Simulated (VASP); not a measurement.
Set up this calculation in VASP 6.6.1, as the native input.

* Task: single point
* Functional: r2SCAN
* Potentials or basis: VASP PAW PBE potentials, release 64 (Sb)
* Cutoff: 520 eV
* k mesh: 14 × 14 × 14
* Occupations: gaussian, width 0.1 eV
* Spin: no spin polarisation
* Dipole correction: no
* Further INCAR settings: ALGO = Normal; EDIFF = 1e-06; NBANDS = 8

Sb:

```
CELL_PARAMETERS angstrom
2.85095 0.00000 0.00000
0.00000 2.85095 0.00000
0.00000 0.00000 2.85095
ATOMIC_POSITIONS crystal
Sb 0.00000 0.00000 0.00000
```

This isn't the form of Sb at room conditions, which is rhombohedral.

The input as run:

POSCAR

```
Sb
1.0
    2.8509519903      0.0000000000      0.0000000000
    0.0000000000      2.8509519903      0.0000000000
    0.0000000000      0.0000000000      2.8509519903
Sb
1
Direct
    0.0000000000      0.0000000000      0.0000000000
```

INCAR.step1

```
PREC = Accurate
ENCUT = 520
ISMEAR = 0
SIGMA = 0.1
LREAL = F
LASPH = T
NELM = 100
NBANDS = 8
GGA = PE
ALGO = Normal
EDIFF = 1E-4
LWAVE = T
LCHARG = F
```

INCAR.step2

```
PREC = Accurate
ENCUT = 520
EDIFF = 1E-6
ISMEAR = 0
SIGMA = 0.1
LREAL = F
LASPH = T
NELM = 100
ALGO = Normal
ISIF = 2
LWAVE = F
LCHARG = F
METAGGA = R2SCAN
LMIXTAU = T
NBANDS = 8
ISTART = 1
```

KPOINTS

```
Automatic mesh
0
Gamma
  14 14 14
```

Potentials or basis: VASP PAW PBE potentials, release 64 (Sb).

The run is started by

```console
$ cat potpaw_PBE.64/Sb/POTCAR > POTCAR
$ cp INCAR.step1 INCAR
$ mpirun -np 1 vasp_std > vasp.out
$ cp INCAR.step2 INCAR
$ mpirun -np 1 vasp_std > vasp.out
```

It gave:

| Item | Value |
| --- | --- |
| Pressure | 25.6 GPa |
| Band gap on the k mesh | zero (an odd number of electrons rules out a gap without spin polarisation) |

Caveat: the cell stands under pressure; the PAW data sets were made with another functional, which shifts forces and pressure a little; spin-orbit coupling is left out, which moves the levels of the heavy elements.

Run time: 38 s on 1 thread of Intel(R) Xeon(R) Platinum 8375C CPU @ 2.90GHz (Ice Lake) (shared host), peak memory 0.15 GiB.
